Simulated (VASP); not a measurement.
# CdTe (F-43m) in VASP: notebook

The runs below take CdTe through vibrations by perturbation theory, with PBEsol.

Program: VASP 6.6.1. These are calculated values, not measurements. Logs are shortened: lines on timing, memory, paths and dates and some standing lists are left out, and cuts for length are marked.

## 1. The cell of the first run

The structure is cubic, space group F-43m (No. 216). Conventional cell: a = 6.039 Å, b = 6.039 Å, c = 6.039 Å, α = 90.00°, β = 90.00°, γ = 90.00°. Within 3.4 Å of Cd (site symmetry -43m) lie 4 Te at 2.62 Å. Te (site symmetry -43m) has 4 Cd at 2.62 Å within 3.4 Å.

## 2. Vibrations by perturbation theory, PBEsol

Contents of INCAR:

```
PREC = Accurate
ENCUT = 520
EDIFF = 1E-8
ISMEAR = 0
SIGMA = 0.01
LREAL = F
LASPH = T
NELM = 60
ALGO = Normal
ISIF = 2
LWAVE = F
LCHARG = F
GGA = PS
IBRION = 8
NSW = 1
```

Contents of KPOINTS:

```
Automatic mesh
0
Gamma
  6 6 6
```

Contents of POSCAR:

```
CdTe
1.0
    3.0197278314      3.0197278314      0.0000000000
   -3.0197278314      3.0197278314      0.0000000000
    0.0000000000      3.0197278314      3.0197278314
Cd Te
1 1
Direct
    0.0000000000      0.0000000000      0.0000000000
    0.7500000000      0.2500000000      0.5000000000
```

Potentials or basis: VASP PAW PBE potentials, release 64 (Cd, Te).

Started as:

```bash
> cat potpaw_PBE.64/Cd/POTCAR potpaw_PBE.64/Te/POTCAR > POTCAR
> mpirun -np 1 vasp_std > vasp.out
```

OUTCAR:

```text
PREC = Accurate
   ENCUT = 520
   EDIFF = 1E-8
   ISMEAR = 0
   LREAL = F
   LASPH = T
   NELM = 60
   ISIF = 2
   GGA = PS
   IBRION = 8
   NSW = 1

 ion  position               nearest neighbor table
   1  0.000  0.000  0.000-   2 2.62   2 2.62   2 2.62   2 2.62
   2  0.750  0.250  0.500-   1 2.62   1 2.62   1 2.62   1 2.62

  LATTYP: Found a face centered cubic cell.
 ALAT       =     6.0394556628

  Lattice vectors:

 A1 = (   0.0000000000,   3.0197278314,   3.0197278314)
 A2 = (   3.0197278314,   0.0000000000,   3.0197278314)
 A3 = (   3.0197278314,   3.0197278314,   0.0000000000)

Analysis of symmetry for initial positions (statically):
=====================================================================
 Subroutine PRICEL returns:
 Original cell was already a primitive cell.

 Routine SETGRP: Setting up the symmetry group for a
 face centered cubic supercell.

 Subroutine GETGRP returns: Found 24 space group operations
 (whereof 24 operations were pure point group operations)
 out of a pool of 48 trial point group operations.

The static configuration has the point symmetry T_d .

Analysis of symmetry for dynamics (positions and initial velocities):
=====================================================================
 Subroutine PRICEL returns:
 Original cell was already a primitive cell.

 Routine SETGRP: Setting up the symmetry group for a
 face centered cubic supercell.

 Subroutine GETGRP returns: Found 24 space group operations
 (whereof 24 operations were pure point group operations)
 out of a pool of 48 trial point group operations.

The dynamic configuration has the point symmetry T_d .

 Subroutine INISYM returns: Found 24 space group operations
 (whereof 24 operations are pure point group operations),
 and found     1 'primitive' translations

----------------------------------------------------------------------------------------

                                     Primitive cell

  volume of cell :      55.0723

  direct lattice vectors                    reciprocal lattice vectors
     3.019727831  3.019727831  0.000000000     0.165577836  0.165577836 -0.165577836
    -3.019727831  3.019727831  0.000000000    -0.165577836  0.165577836 -0.165577836
     0.000000000  3.019727831  3.019727831     0.000000000  0.000000000  0.331155672

  length of vectors
     4.270540054  4.270540054  4.270540054     0.286789225  0.286789225  0.331155672

  position of ions in fractional coordinates (direct lattice)
     0.000000000  0.000000000  0.000000000
     0.750000000  0.250000000  0.500000000

  ion indices of the primitive-cell ions
   primitive index   ion index
                 1           1
                 2           2

----------------------------------------------------------------------------------------

 KPOINTS: Automatic mesh

Automatic generation of k-mesh.
 Grid dimensions read from file:
 generate k-points for:    6    6    6

 Generating k-lattice:

  Cartesian coordinates                     Fractional coordinates (reciprocal lattice)
     0.027596306  0.027596306 -0.027596306     0.166666667  0.000000000  0.000000000
    -0.027596306  0.027596306 -0.027596306     0.000000000  0.166666667  0.000000000
     0.000000000  0.000000000  0.055192612     0.000000000  0.000000000  0.166666667

  Length of vectors
     0.047798204  0.047798204  0.055192612

  Shift w.r.t. Gamma in fractional coordinates (k-lattice)
     0.000000000  0.000000000  0.000000000

 Subroutine IBZKPT returns following result:
 ===========================================

 Found     16 irreducible k-points:

 Following reciprocal coordinates:
            Coordinates               Weight
  0.000000  0.000000  0.000000      1.000000
  0.166667  0.000000  0.000000      8.000000
  0.333333  0.000000  0.000000      8.000000
  0.500000  0.000000  0.000000      4.000000
  0.166667  0.166667  0.000000     12.000000
  0.333333  0.166667  0.000000     24.000000
[... 8 lines left out ...]
  0.500000  0.333333  0.166667     24.000000
  0.500000  0.500000  0.166667     12.000000
   k-points           NKPTS =     16   k-points in BZ     NKDIM =     16   number of bands    NBANDS=     13
   number of dos      NEDOS =    301   number of ions     NIONS =      2
   total plane-waves  NPLWV =  32768
   dimension x,y,z NGX =    32 NGY =   32 NGZ =   32
   dimension x,y,z NGXF=    64 NGYF=   64 NGZF=   64
   ions per type =               1   1
   NGX,Y,Z   is equivalent  to a cutoff of  12.46, 12.46, 12.46 a.u.
   NGXF,Y,Z  is equivalent  to a cutoff of  24.91, 24.91, 24.91 a.u.
 SYSTEM =  unknown system
   PREC   = accura    normal or accurate (medium, high low for compatibility)
   ISTART =      0    job   : 0-new  1-cont  2-samecut
   ICHARG =      2    charge: 1-file 2-atom 10-const
   ISPIN  =      1    spin polarized calculation?
   LNONCOLLINEAR =      F non collinear calculations
   LSORBIT =      F    spin-orbit coupling
   LASPH  =      T    aspherical Exc in radial PAW
   ENCUT  =  520.0 eV  38.22 Ry    6.18 a.u.   7.94  7.94  7.94*2*pi/ulx,y,z
   NELM   =     60;   NELMIN=  2; NELMDL= -5     # of ELM steps
   EDIFF  = 0.1E-07   stopping-criterion for ELM
   LREAL  =      F    real-space projection
   EDIFFG = 0.1E-06   stopping-criterion for IOM
   NSW    =      1    number of steps for IOM
   IBRION =      8    ionic relax: 0-MD 1-quasi-New 2-CG
   NFREE  =      0    steps in history (QN), initial steepest desc. (CG)
   ISIF   =      2    stress and relaxation
   ISYM   =      2    0-nonsym 1-usesym 2-fastsym
   POTIM  = 0.5000    time-step for ionic-motion
   TEBEG  =    0.0;   TEEND  =   0.0 temperature during run
   PSTRESS=    0.0 pullay stress
   NELECT =      18.0000    total number of electrons
   NUPDOWN=      -1.0000    fix difference up-down
   EMIN   =  10.00;   EMAX   =-10.00  energy-range for DOS
   EFERMI =   0.00;   METHOD = LEGACY
   ISMEAR =     0;   SIGMA  =   0.01  broadening in eV -4-tet -1-fermi 0-gaus
   EFERMI_NEDOS =   21; number of points for ismear=-14 and -15
   IALGO  =     38    algorithm
   IMIX   =      4    mixing-type and parameters
     AMIX     =   0.40;   BMIX     =  1.00
     AMIX_MAG =   1.60;   BMIX_MAG =  1.00
  volume/ion in A,a.u.               =      27.54       185.82
  Fermi-wavevector in a.u.,A,eV,Ry     =   1.127685  2.131016 17.302173  1.271674
  Thomas-Fermi vector in A             =   2.264372
   LORBIT       =      0    0 simple, 1 ext, 2 COOP (PROOUT), +10 PAW based schemes
   GGA     = PS    functional components
   LHFCALC =     F    Hartree Fock is set to
   AEXX    =    0.0000 exact exchange contribution
   IVDW    =     0    specifies the selected vdW correction
   LEPSILON=     F    determine dielectric tensor
   LRPA    =     F    only Hartree local field effects (RPA)
 non-spin polarized calculation
 Gauss-broadening in eV      SIGMA  =   0.01
  energy-cutoff  :      520.00
  volume of cell :       55.07
 maximum number of plane-waves:      1524
   NGX = 15   NGY = 15   NGZ = 15

--------------------------------------- Ionic step        1  -------------------------------------------

 number of electron      17.9999994 magnetization

 Free energy of the ion-electron system (eV)
  ---------------------------------------------------
  ext. energy  EPLUGINS =         0.00000000
  ---------------------------------------------------
  free energy    TOTEN  =        -4.95821746 eV

  energy without entropy =       -4.95821746  energy(sigma->0) =       -4.95821746

 E-fermi :   4.5180     XC(G=0):  -9.7514

 val. band max:        4.4326669871   @ k =   0.0000   0.0000   0.0000
 cond. band min:       5.7425050426   @ k =   0.0000   0.0000   0.0000
 fundamental gap:      1.3098380555
 Fermi energy:         4.5179633057

 k-point     1 :       0.0000    0.0000    0.0000
  band No.  band energies     occupation
      1      -8.2596      2.00000
      2      -4.8421      2.00000
      3      -4.8421      2.00000
      4      -4.8421      2.00000
      5      -4.3848      2.00000
      6      -4.3848      2.00000
      7       4.4327      2.00000
      8       4.4327      2.00000
      9       4.4327      2.00000
     10       5.7425      0.00000
     11       8.7328      0.00000
     12       8.7328      0.00000
     13       8.7328      0.00000
[... 228 lines left out ...]
      2      -4.6406      2.00000
      3      -4.5987      2.00000
      4      -4.4774      2.00000
      5      -4.3694      2.00000
      6      -3.4764      2.00000
      7      -1.0037      2.00000
      8       1.2295      2.00000
      9       1.2447      2.00000
     10       7.8494      0.00000
     11       8.2866      0.00000
     12      11.4083      0.00000
     13      11.6775      0.00000

------------------------ aborting loop because EDIFF is reached ----------------------------------------

  FORCE on cell =-STRESS in cart. coord.  units (eV):
  Direction    XX          YY          ZZ          XY          YZ          ZX
  --------------------------------------------------------------------------------------
  -------------------------------------------------------------------------------------
  Total        5.2811688      5.2811688      5.2811688      0.0000000     -0.0000000      0.0000000
  in kB      153.6410361    153.6410361    153.6410361      0.0000000     -0.0000000      0.0000000
  external PRESSURE =     153.6410361 kB  Pullay stress =       0.0000000 kB

 VOLUME and BASIS-vectors are now :
 -----------------------------------------------------------------------------
  energy-cutoff  :      520.00
  volume of cell :       55.07
      direct lattice vectors                 reciprocal lattice vectors
     3.019727831  3.019727831  0.000000000     0.165577836  0.165577836 -0.165577836
    -3.019727831  3.019727831  0.000000000    -0.165577836  0.165577836 -0.165577836
     0.000000000  3.019727831  3.019727831     0.000000000  0.000000000  0.331155672

 POSITION                                       TOTAL-FORCE (eV/Angst)
 -----------------------------------------------------------------------------------
      0.00000      0.00000      0.00000         0.000000      0.000000     -0.000000
      1.50986      4.52959      1.50986        -0.000000     -0.000000      0.000000
 -----------------------------------------------------------------------------------
    total drift:                                0.000001     -0.000000      0.000000

  FREE ENERGIE OF THE ION-ELECTRON SYSTEM (eV)
  ---------------------------------------------------
  free  energy   TOTEN  =        -4.9582174598 eV

  energy  without entropy=       -4.9582174598  energy(sigma->0) =       -4.95821746

[... ionic steps 2 to 3 ...]

--------------------------------------- Ionic step        4  -------------------------------------------

------------------------ aborting loop because EDIFF is reached ----------------------------------------

[... ionic steps 5 to 6 ...]

--------------------------------------- Ionic step        7  -------------------------------------------

 Free energy of the ion-electron system (eV)
  ---------------------------------------------------
  ---------------------------------------------------
  free energy    TOTEN  =        -0.04789487 eV

  energy without entropy =       -0.04789487

------------------------ aborting loop because EDIFF is reached ----------------------------------------

 INTERNAL STRAIN TENSOR  FOR ION    2  DIRECTION 1   (eV/Angst):
 -----------------------------------------------------------------------------
     0.01090  0.00000  0.00000
     0.00000 -0.01128 15.36513
     0.00000 15.36513 -0.01128

 INTERNAL STRAIN TENSOR FOR ION    2 for displacements in x,y,z  (eV/Angst):
          X           Y           Z          XY          YZ          ZX
  --------------------------------------------------------------------------------
  x     0.00000    -0.00000    -0.00000     0.00000    15.36513     0.00000
  y     0.00000    -0.00000     0.00000     0.00000     0.00000    15.36513
  z    -0.00000    -0.00000     0.00000    15.36513     0.00000     0.00000

 SECOND DERIVATIVES (NOT SYMMETRIZED)
 ------------------------------------
               1X          1Y          1Z          2X          2Y          2Z
  1X    -9.111904    0.000000    0.000000    9.111904    0.000000    0.000000
  1Y     0.000000   -9.111904    0.000000    0.000000    9.111904    0.000000
  1Z     0.000000    0.000000   -9.111904    0.000000    0.000000    9.111904
  2X     9.131264    0.000000    0.000000   -9.131264    0.000000    0.000000
  2Y     0.000000    9.131264    0.000000    0.000000   -9.131264    0.000000
  2Z     0.000000    0.000000    9.131264    0.000000    0.000000   -9.131264

 Eigenvectors and eigenvalues of the dynamical matrix
 ----------------------------------------------------

   1 f  =    6.107411 THz    38.373996 2PiTHz  203.721306 cm-1    25.258211 meV
             X         Y         Z           dx          dy          dz
      0.000000  0.000000  0.000000     0.000000    0.728776    0.000000
      1.509864  4.529592  1.509864     0.000000   -0.684753    0.000000
[... 21 lines left out ...]
   6 f/i=    0.003234 THz     0.020322 2PiTHz    0.107887 cm-1     0.013376 meV
             X         Y         Z           dx          dy          dz
      0.000000  0.000000  0.000000     0.000000    0.000000   -0.684753
      1.509864  4.529592  1.509864     0.000000    0.000000   -0.728776

--------------------------------------------------------------------------------------------------------

 ELASTIC MODULI CONTR FROM IONIC RELAXATION (kBar)
 Direction    XX          YY          ZZ          XY          YZ          ZX
 --------------------------------------------------------------------------------
 XX          -0.0000      0.0000      0.0000      0.0000     -0.0000     -0.0000
 YY           0.0000     -0.0000      0.0000      0.0000      0.0000      0.0000
 ZZ           0.0000      0.0000     -0.0000     -0.0000      0.0000     -0.0000
 XY           0.0000      0.0000     -0.0000   -764.2898      0.0000      0.0000
 YZ          -0.0000      0.0000      0.0000      0.0000   -764.2898      0.0000
 ZX          -0.0000      0.0000     -0.0000      0.0000      0.0000   -764.2898
 --------------------------------------------------------------------------------
```

Wall time 46 s (1 thread of Intel Xeon 6975P-C (Granite Rapids), shared host); peak memory 0.26 GiB.

Results:

```yaml
Highest_phonon_frequency_at_Γ_LO-TO_splitting_left_out: 204 cm⁻¹
```

Phonon frequencies in cm⁻¹ (negative: imaginary):
```tsv
q point	frequencies
(0.000, 0.000, 0.000)	0 0 0 204 204 204
```

Caveat: the cell wasn't relaxed at this level first, which shifts response properties; the PAW data sets were made with another functional, which shifts forces and pressure a little; spin-orbit coupling is left out, which moves the levels of the heavy elements.

(Part 1 of 2 ends here.)
